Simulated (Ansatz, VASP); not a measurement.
# Two plane-wave programs on C

INCAR

```
SYSTEM = C
PREC     = Accurate       ! precision mode
ENCUT    = 520            ! plane-wave cutoff, eV
EDIFF    = 1E-6           ! SCF threshold, eV
ISMEAR   = 0              ! smearing method
SIGMA    = 0.02           ! smearing width, eV
LREAL    = .False.        ! projectors in reciprocal space
LASPH    = .True.         ! aspherical terms in the spheres
NELM     = 60             ! most SCF steps
ALGO     = Normal         ! electronic algorithm
ISIF     = 2              ! what is computed and relaxed
LWAVE    = .False.        ! write WAVECAR
LCHARG   = .False.        ! write CHGCAR
GGA      = PS             ! functional
IBRION   = 2              ! ionic algorithm
NSW      = 60             ! ionic steps
EDIFFG   = -0.002         ! ionic threshold
```

Contents of KPOINTS:

```
Automatic mesh
0
Gamma
  9 9 6
  0 0 0
```

File POSCAR:

```
C
1.0
    2.4612466107      0.0000000000      0.0000000000
   -1.2306233054      2.1315020899      0.0000000000
    0.0000000000      0.0000000000      4.0732164421
C
4
Direct
    0.3333333333      0.6666666667      0.0000300286
    0.6666666667      0.3333333333      0.5000300286
    0.3333333333      0.6666666667      0.3739699714
    0.6666666667      0.3333333333      0.8739699714
```

Input for Ansatz:

```yaml
crystal:
  lattice:
    - [2.4612466107, 0.0, 0.0]
    - [-1.2306233054, 2.1315020899, 0.0]
    - [0.0, 0.0, 4.0732164421]
  atoms:
    - { symbol: C, position: [0.3333333333, 0.6666666667, 3.00286e-05] }
    - { symbol: C, position: [0.6666666667, 0.3333333333, 0.5000300286] }
    - { symbol: C, position: [0.3333333333, 0.6666666667, 0.3739699714] }
    - { symbol: C, position: [0.6666666667, 0.3333333333, 0.8739699714] }
basis:
  ecutwfc: 420
kpoints:
  mp_grid: { grid: [9, 9, 6] }
hamiltonian:
  xc: pbesol
  pseudopotentials: { kind: paw, azcp: { folder: soft_1 } }
scf:
  occupations: { method: gaussian, width: 0.02 }
output:
  forces: true
  stress: true
  eigenvalues: true
relax:
  adjacent_minimum: "off"
  f_tol: 0.002
  max_steps: 40
```

Change from the starting cell: strained cell.

Alike in both runs: task relaxation of the atoms; functional PBEsol; k mesh 9 × 9 × 6; occupations gaussian, width 0.02 eV; no spin polarisation.

|  | VASP | Ansatz |
| --- | --- | --- |
| version | VASP 6.6.1 | Ansatz 0.2.0 |
| potentials or method | VASP PAW PBE potentials, release 64 (C), cutoff 520 eV | scalar-relativistic, plane waves, PAW |
| valence electrons in the cell | 16 | 16 |

```tsv
	VASP	Ansatz	Ansatz less VASP
gap on the k mesh at the Fermi level, each at its own relaxed structure (eV)	2.84	2.87	+0.023
```

VASP's potentials were made for PBE, not for PBEsol, and Ansatz warns of the same on its side. Ansatz's warnings: stress scf threshold loose.
